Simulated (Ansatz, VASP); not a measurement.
Two plane-wave programs on CdSe

File INCAR:

```
  PREC = Accurate
  ENCUT = 520
  EDIFF = 1E-7
  ISMEAR = -1
  SIGMA = 0.001
  LREAL = F
  LASPH = T
  NELM = 100
  ALGO = Normal
  ISIF = 2
  LWAVE = F
  LCHARG = T
  GGA = PE
  LELF = T
  LVHAR = T
  NBANDS = 16
```

KPOINTS

```
regular mesh
0
Gamma
  6 6 6
```

File POSCAR:

```
CdSe
1.0
    3.5331017187      0.0000000000      0.0000000000
    0.0000000000      3.5331017187      0.0000000000
    0.0000000000      0.0000000000      3.5331017187
Cd Se
1 1
Direct
    0.0000000000      0.0000000000      0.0000000000
    0.5000000000      0.5000000000      0.5000000000
```

Input for Ansatz:

```yaml
crystal:
  lattice:
    - [3.5331017187, 0.0, 0.0]
    - [0.0, 3.5331017187, 0.0]
    - [0.0, 0.0, 3.5331017187]
  atoms:
    - { symbol: Cd, position: [0.0, 0.0, 0.0] }
    - { symbol: Se, position: [0.5, 0.5, 0.5] }
kpoints:
  mp_grid: { grid: [6, 6, 6] }
hamiltonian:
  xc: pbe
scf:
  occupations: { method: fermi_dirac, width: 0.001 }
  n_extra_bands: 4
output:
  forces: true
  stress: true
  eigenvalues: true
```

Alike in both runs: task single point; functional PBE; k mesh 6 × 6 × 6; occupations fermi-dirac, width 0.001 eV; no spin polarisation.

|  | VASP | Ansatz |
| --- | --- | --- |
| version | VASP 6.6.1 | Ansatz 0.2.0 |
| potentials or method | VASP PAW PBE potentials, release 64 (Cd, Se) | plane waves |
| plane-wave cutoff (eV) | 520 | 420 |
| valence electrons in the cell | 18 | 36 |

```tsv
	VASP	Ansatz	Ansatz less VASP
pressure (GPa)	1.5	1.2	-0.30
```

VASP's potentials hold 18 valence electrons a cell and Ansatz's 36, so a difference there can come from the potentials and not from the codes.
